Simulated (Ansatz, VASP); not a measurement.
## TaBr4F in VASP and in Ansatz

```
Ta Br F
1.0
     0.00000    4.41387    4.41387
     4.41387    0.00000    4.41387
     4.41387    4.41387    0.00000
Ta Br F
1 4 1
Direct
  0.00000 0.00000 0.00000
  0.61900 0.12700 0.12700
  0.12700 0.12700 0.12700
  0.12700 0.61900 0.12700
  0.12700 0.12700 0.61900
  0.50000 0.50000 0.50000
```

Change from the starting cell: species swapped into the RbClO4 type (F-43m, No. 216).

Alike in both runs: task relaxation of cell and atoms; functional PBE; k mesh 4 × 4 × 4; occupations gaussian, width 0.1 eV; no spin polarisation.

|  | VASP | Ansatz |
| --- | --- | --- |
| version | VASP 6.6.1 | Ansatz 0.2.0 |
| potentials or method | VASP PAW PBE potentials, release 64 (Ta_pv, Br, F), cutoff 600 eV | scalar-relativistic, plane waves, PAW |
| valence electrons in the cell | 46 | 48 |

```csv
,VASP,Ansatz,Ansatz less VASP
"gap on the k mesh at the Fermi level, each at its own relaxed structure (eV)",0.16,0.16,+0.002
relaxed volume (Å³/atom),48.54,50.60,+2.058
relaxed cell length with the largest relative difference (Å),7.440,7.544,+0.1037
```

VASP's potentials hold 46 valence electrons a cell and Ansatz's 48, so a difference there can come from the potentials and not from the codes.

Neither program's run includes spin-orbit coupling. Noted on VASP's run: the volume moved by over 15 % at a fixed basis, so the end points are rough.
